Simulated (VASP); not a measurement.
# BaTiO3 (Amm2) in VASP: single point with PBE

Aim: the single point of BaTiO3 with PBE.

Everything below comes from runs of VASP 6.6.1. Logs are shortened: lines on timing, memory, paths and dates and some standing lists are left out, and cuts for length are marked.

## 1. The cell of the first run

It takes space group Amm2 (No. 38, orthorhombic). Conventional cell: a = 4.019 Å, b = 5.684 Å, c = 5.684 Å, α = 90.00°, β = 90.00°, γ = 90.00°. Ba (site symmetry mm2) has 12 O at 2.77 to 2.92 Å and 8 Ti at 3.48 Å within 3.6 Å. Ti (site symmetry mm2) has 6 O at 1.96 to 2.06 Å within 2.6 Å. Within 3.0 Å of O (site symmetry mm2) lie 2 Ti at 2.01 Å and 4 Ba at 2.77 to 2.92 Å and 8 O at 2.84 Å. Within 2.6 Å of O (site symmetry m) lie 2 Ti at 1.96 to 2.06 Å.

## 2. Single point, PBE (all O atoms moved +0.075 Å, as atom 3 along Cartesian [1 -1 0])

INCAR

```
ALGO = Normal
EDIFF = 1E-6
ENCUT = 520
GGA = PE
ISIF = 2
ISMEAR = 0
LASPH = T
LCHARG = F
LREAL = F
LWAVE = F
NBANDS = 28
NELM = 60
PREC = Accurate
SIGMA = 0.05
```

KPOINTS

```
k-points
0
Gamma
  8 8 8
```

POSCAR

```
BaTiO3
1.0
    4.0192318613      0.0000000000      0.0000000000
    0.0000000000      4.0192318613      0.0000000000
    0.0000000000      0.0000000000      4.0192813205
Ba Ti O
1 1 3
Direct
    0.0000000000      0.0000000000      0.0000000000
    0.5000000000      0.5000000000      0.5000000000
    0.5131948119      0.4868051881      0.0000000000
    0.5131948119     -0.0131948119      0.5000000000
    0.0131948119      0.4868051881      0.5000000000
```

Potentials or basis: VASP PAW PBE potentials, release 64 (Ba_sv, Ti_sv, O).

Started as:

```console
$ cat potpaw_PBE.64/Ba_sv/POTCAR potpaw_PBE.64/Ti_sv/POTCAR potpaw_PBE.64/O/POTCAR > POTCAR
$ mpirun -np 1 vasp_std > vasp.out
```

OUTCAR:

```text
EDIFF = 1E-6
   ENCUT = 520
   GGA = PE
   ISIF = 2
   ISMEAR = 0
   LASPH = T
   LREAL = F
   NELM = 60
   PREC = Accurate

 ion  position               nearest neighbor table
   1  0.000  0.000  0.000-   3 2.77   4 2.81   5 2.81   4 2.81   5 2.81   3 2.84   3 2.84   4 2.88
                             4 2.88   5 2.88   5 2.88   3 2.92   2 3.48   2 3.48   2 3.48   2 3.48
   2  0.500  0.500  0.500-   4 1.96   5 1.96   3 2.01   3 2.01   5 2.06   4 2.06   1 3.48   1 3.48
                             1 3.48   1 3.48   1 3.48   1 3.48   1 3.48   1 3.48
   3  0.513  0.487  0.000-   2 2.01   2 2.01   1 2.77   1 2.84   1 2.84   1 2.92
   4  0.513  0.987  0.500-   2 1.96   2 2.06   1 2.81   1 2.81   1 2.88   1 2.88
   5  0.013  0.487  0.500-   2 1.96   2 2.06   1 2.81   1 2.81   1 2.88   1 2.88

  LATTYP: Found a simple tetragonal cell.
 ALAT       =     4.0192318613
 C/A-ratio  =     1.0000123056

  Lattice vectors:

 A1 = (   4.0192318613,   0.0000000000,   0.0000000000)
 A2 = (   0.0000000000,   4.0192318613,   0.0000000000)
 A3 = (   0.0000000000,   0.0000000000,   4.0192813205)

Analysis of symmetry for initial positions (statically):
=====================================================================
 Subroutine PRICEL returns:
 Original cell was already a primitive cell.

 Routine SETGRP: Setting up the symmetry group for a
 simple tetragonal supercell.

 Subroutine GETGRP returns: Found  4 space group operations
 (whereof  4 operations were pure point group operations)
 out of a pool of 16 trial point group operations.

The static configuration has the point symmetry C_2v.

Analysis of symmetry for dynamics (positions and initial velocities):
=====================================================================
 Subroutine PRICEL returns:
 Original cell was already a primitive cell.

 Routine SETGRP: Setting up the symmetry group for a
 simple tetragonal supercell.

 Subroutine GETGRP returns: Found  4 space group operations
 (whereof  4 operations were pure point group operations)
 out of a pool of 16 trial point group operations.

The dynamic configuration has the point symmetry C_2v.

 Subroutine INISYM returns: Found  4 space group operations
 (whereof  4 operations are pure point group operations),
 and found     1 'primitive' translations

----------------------------------------------------------------------------------------

                                     Primitive cell

  volume of cell :      64.9284

  direct lattice vectors                    reciprocal lattice vectors
     4.019231861  0.000000000  0.000000000     0.248803760  0.000000000  0.000000000
     0.000000000  4.019231861  0.000000000     0.000000000  0.248803760  0.000000000
     0.000000000  0.000000000  4.019281321     0.000000000  0.000000000  0.248800698

  length of vectors
     4.019231861  4.019231861  4.019281321     0.248803760  0.248803760  0.248800698

  position of ions in fractional coordinates (direct lattice)
     0.000000000  0.000000000  0.000000000
     0.500000000  0.500000000  0.500000000
     0.513194812  0.486805188  0.000000000
     0.513194812  0.986805188  0.500000000
     0.013194812  0.486805188  0.500000000

  ion indices of the primitive-cell ions
   primitive index   ion index
                 1           1
                 2           2
                 3           3
                 4           4
                 5           5

----------------------------------------------------------------------------------------

 KPOINTS: k-points

Automatic generation of k-mesh.
 Grid dimensions read from file:
 generate k-points for:    8    8    8

 Generating k-lattice:

  Cartesian coordinates                     Fractional coordinates (reciprocal lattice)
     0.031100470  0.000000000  0.000000000     0.125000000  0.000000000  0.000000000
     0.000000000  0.031100470  0.000000000     0.000000000  0.125000000  0.000000000
     0.000000000  0.000000000  0.031100087     0.000000000  0.000000000  0.125000000

  Length of vectors
     0.031100470  0.031100470  0.031100087

  Shift w.r.t. Gamma in fractional coordinates (k-lattice)
     0.000000000  0.000000000  0.000000000

 Subroutine IBZKPT returns following result:
 ===========================================

 Found    105 irreducible k-points:

 Following reciprocal coordinates:
            Coordinates               Weight
  0.000000  0.000000  0.000000      1.000000
  0.125000  0.000000  0.000000      4.000000
  0.250000  0.000000  0.000000      4.000000
  0.375000  0.000000  0.000000      4.000000
  0.500000  0.000000  0.000000      2.000000
  0.125000  0.125000  0.000000      2.000000
[... 16 lines left out ...]
  0.125000  0.000000  0.125000      8.000000
  0.250000  0.000000  0.125000      8.000000
 [... further k-points ...]
   k-points           NKPTS =    105   k-points in BZ     NKDIM =    105   number of bands    NBANDS=     28
   number of dos      NEDOS =    301   number of ions     NIONS =      5
   total plane-waves  NPLWV =  27000
   dimension x,y,z NGX =    30 NGY =   30 NGZ =   30
   dimension x,y,z NGXF=    60 NGYF=   60 NGZF=   60
   ions per type =               1   1   3
   NGX,Y,Z   is equivalent  to a cutoff of  12.41, 12.41, 12.41 a.u.
   NGXF,Y,Z  is equivalent  to a cutoff of  24.82, 24.82, 24.82 a.u.
 SYSTEM =  unknown system
   PREC   = accura    normal or accurate (medium, high low for compatibility)
   ISTART =      0    job   : 0-new  1-cont  2-samecut
   ICHARG =      2    charge: 1-file 2-atom 10-const
   ISPIN  =      1    spin polarized calculation?
   LNONCOLLINEAR =      F non collinear calculations
   LSORBIT =      F    spin-orbit coupling
   LASPH  =      T    aspherical Exc in radial PAW
   ENCUT  =  520.0 eV  38.22 Ry    6.18 a.u.   7.47  7.47  7.47*2*pi/ulx,y,z
   NELM   =     60;   NELMIN=  2; NELMDL= -5     # of ELM steps
   EDIFF  = 0.1E-05   stopping-criterion for ELM
   LREAL  =      F    real-space projection
   EDIFFG = 0.1E-04   stopping-criterion for IOM
   NSW    =      0    number of steps for IOM
   IBRION =     -1    ionic relax: 0-MD 1-quasi-New 2-CG
   NFREE  =      0    steps in history (QN), initial steepest desc. (CG)
   ISIF   =      2    stress and relaxation
   ISYM   =      2    0-nonsym 1-usesym 2-fastsym
   POTIM  = 0.5000    time-step for ionic-motion
   TEBEG  =    0.0;   TEEND  =   0.0 temperature during run
   PSTRESS=    0.0 pullay stress
   NELECT =      40.0000    total number of electrons
   NUPDOWN=      -1.0000    fix difference up-down
   EMIN   =  10.00;   EMAX   =-10.00  energy-range for DOS
   EFERMI =   0.00;   METHOD = LEGACY
   ISMEAR =     0;   SIGMA  =   0.05  broadening in eV -4-tet -1-fermi 0-gaus
   EFERMI_NEDOS =   21; number of points for ismear=-14 and -15
   IALGO  =     38    algorithm
   IMIX   =      4    mixing-type and parameters
     AMIX     =   0.40;   BMIX     =  1.00
     AMIX_MAG =   1.60;   BMIX_MAG =  1.00
  volume/ion in A,a.u.               =      12.99        87.63
  Fermi-wavevector in a.u.,A,eV,Ry     =   1.392996  2.632381 26.401274  1.940439
  Thomas-Fermi vector in A             =   2.516685
   LORBIT       =      0    0 simple, 1 ext, 2 COOP (PROOUT), +10 PAW based schemes
   GGA     = PE    functional components
   LHFCALC =     F    Hartree Fock is set to
   AEXX    =    0.0000 exact exchange contribution
   IVDW    =     0    specifies the selected vdW correction
   LEPSILON=     F    determine dielectric tensor
   LRPA    =     F    only Hartree local field effects (RPA)
 non-spin polarized calculation
 Gauss-broadening in eV      SIGMA  =   0.05
  energy-cutoff  :      520.00
  volume of cell :       64.93
 maximum number of plane-waves:      1775
 NGX is ok and might be reduce to    30
   NGX = 15   NGY = 15   NGZ = 15

 number of electron      39.9999982 magnetization

 Free energy of the ion-electron system (eV)
  ---------------------------------------------------
  ext. energy  EPLUGINS =         0.00000000
  ---------------------------------------------------
  free energy    TOTEN  =       -39.98503968 eV

  energy without entropy =      -39.98503968  energy(sigma->0) =      -39.98503968

 E-fermi :   3.9759     XC(G=0): -11.1916

 val. band max:        3.7322539165   @ k =   0.5000   0.5000   0.5000
 cond. band min:       5.5188283479   @ k =   0.0000   0.0000   0.0000
 fundamental gap:      1.7865744313
 Fermi energy:         3.9759319692

 k-point     1 :       0.0000    0.0000    0.0000
  band No.  band energies     occupation
      1     -52.9199      2.00000
      2     -29.1312      2.00000
      3     -29.1302      2.00000
      4     -29.1249      2.00000
      5     -21.1050      2.00000
      6     -13.1289      2.00000
[... 20 lines left out ...]
     27       8.7877      0.00000
     28      10.9684      0.00000

 k-point     2 :       0.1250    0.0000    0.0000
  band No.  band energies     occupation
      1     -52.9198      2.00000
      2     -29.1380      2.00000
      3     -29.1304      2.00000
      4     -29.1247      2.00000
      5     -21.0889      2.00000
      6     -13.1341      2.00000
[... 20 lines left out ...]
     27       9.0877      0.00000
     28      11.3408      0.00000

 k-point     3 :       0.2500    0.0000    0.0000
  band No.  band energies     occupation
      1     -52.9194      2.00000
      2     -29.1554      2.00000
      3     -29.1298      2.00000
      4     -29.1240      2.00000
      5     -21.0497      2.00000
      6     -13.1897      2.00000
[... 20 lines left out ...]
     27       9.8796      0.00000
     28      12.0547      0.00000

 k-point     4 :       0.3750    0.0000    0.0000
  band No.  band energies     occupation
      1     -52.9191      2.00000
      2     -29.1727      2.00000
      3     -29.1291      2.00000
      4     -29.1234      2.00000
      5     -21.0098      2.00000
      6     -13.2860      2.00000
[... 20 lines left out ...]
     27      10.8153      0.00000
     28      11.9401      0.00000

 k-point     5 :       0.5000    0.0000    0.0000
  band No.  band energies     occupation
      1     -52.9189      2.00000
      2     -29.1798      2.00000
      3     -29.1288      2.00000
      4     -29.1231      2.00000
      5     -20.9931      2.00000
      6     -13.3321      2.00000
[... 20 lines left out ...]
     27      11.2676      0.00000
     28      11.8921      0.00000

 k-point     6 :       0.1250    0.1250    0.0000
  band No.  band energies     occupation
      1     -52.9196      2.00000
      2     -29.1382      2.00000
      3     -29.1371      2.00000
      4     -29.1244      2.00000
      5     -21.0737      2.00000
      6     -13.1258      2.00000
[... 463 lines left out ...]
      5     -20.9204      2.00000
      6     -12.7569      2.00000
[... 20 lines left out ...]
     27      11.8917      0.00000
     28      13.5019      0.00000

 k-point    22 :       0.0000    0.0000    0.1250
  band No.  band energies     occupation
      1     -52.9198      2.00000
      2     -29.1323      2.00000
      3     -29.1309      2.00000
      4     -29.1300      2.00000
      5     -21.0889      2.00000
      6     -13.1372      2.00000
[... 20 lines left out ...]
     27       9.0850      0.00000
     28      11.3388      0.00000

 k-point    23 :       0.1250    0.0000    0.1250
  band No.  band energies     occupation
      1     -52.9196      2.00000
      2     -29.1377      2.00000
      3     -29.1319      2.00000
      4     -29.1301      2.00000
      5     -21.0736      2.00000
      6     -13.1288      2.00000
[... 20 lines left out ...]
     27       9.3817      0.00000
     28      11.5718      0.00000

 k-point    24 :       0.2500    0.0000    0.1250
  band No.  band energies     occupation
      1     -52.9193      2.00000
      2     -29.1550      2.00000
      3     -29.1312      2.00000
      4     -29.1295      2.00000
      5     -21.0364      2.00000
      6     -13.1527      2.00000
[... 20 lines left out ...]
     27      10.1650      0.00000
     28      12.2033      0.00000

 [... further k-points ...]
[... 5 lines left out ...]
  --------------------------------------------------------------------------------------
  -------------------------------------------------------------------------------------
  Total        0.8941261      0.8941261      0.7415959     -0.0760332      0.0000000      0.0000000
  in kB       22.0635214     22.0635214     18.2996756     -1.8762001      0.0000000      0.0000000
  external PRESSURE =      20.8089061 kB  Pullay stress =       0.0000000 kB

 VOLUME and BASIS-vectors are now :
 -----------------------------------------------------------------------------
  energy-cutoff  :      520.00
  volume of cell :       64.93
      direct lattice vectors                 reciprocal lattice vectors
     4.019231861  0.000000000  0.000000000     0.248803760  0.000000000  0.000000000
     0.000000000  4.019231861  0.000000000     0.000000000  0.248803760  0.000000000
     0.000000000  0.000000000  4.019281321     0.000000000  0.000000000  0.248800698

 POSITION                                       TOTAL-FORCE (eV/Angst)
 -----------------------------------------------------------------------------------
      0.00000      0.00000      0.00000         0.158055     -0.158055      0.000000
      2.00962      2.00962      2.00964        -0.200197      0.200197      0.000000
      2.06265      1.95658      0.00000        -0.087141      0.087141      0.000000
      2.06265      3.96620      2.00964        -0.086607     -0.215890      0.000000
      0.05303      1.95658      2.00964         0.215890      0.086607      0.000000
 -----------------------------------------------------------------------------------
    total drift:                               -0.000732      0.000732      0.000000

  FREE ENERGIE OF THE ION-ELECTRON SYSTEM (eV)
  ---------------------------------------------------
  free  energy   TOTEN  =       -39.9850396835 eV

  energy  without entropy=      -39.9850396835  energy(sigma->0) =      -39.98503968
```

Run time: 77 s. Hardware: 1 thread of Intel Xeon 6975P-C (Granite Rapids), shared host; peak memory 0.31 GiB.

What came out:

```yaml
Free_energy: -39.9850 eV
Pressure: 2.1 GPa
Largest_force: 0.283 eV/Å
Band_gap_on_the_k_mesh: 1.79 eV (least direct gap 1.99 eV)
```

Forces in eV/Å, atoms in the order of the input:
```
Ba   0.158 -0.158  0.000
Ti  -0.200  0.200  0.000
O   -0.087  0.087  0.000
O   -0.087 -0.216  0.000
O    0.216  0.087  0.000
```

Caveat: the cell differs from its parent crystal (all O atoms moved +0.075 Å, as atom 3 along Cartesian [1 -1 0]); spin-orbit coupling is left out, which moves the levels of the heavy elements. A k mesh can miss the band edges.
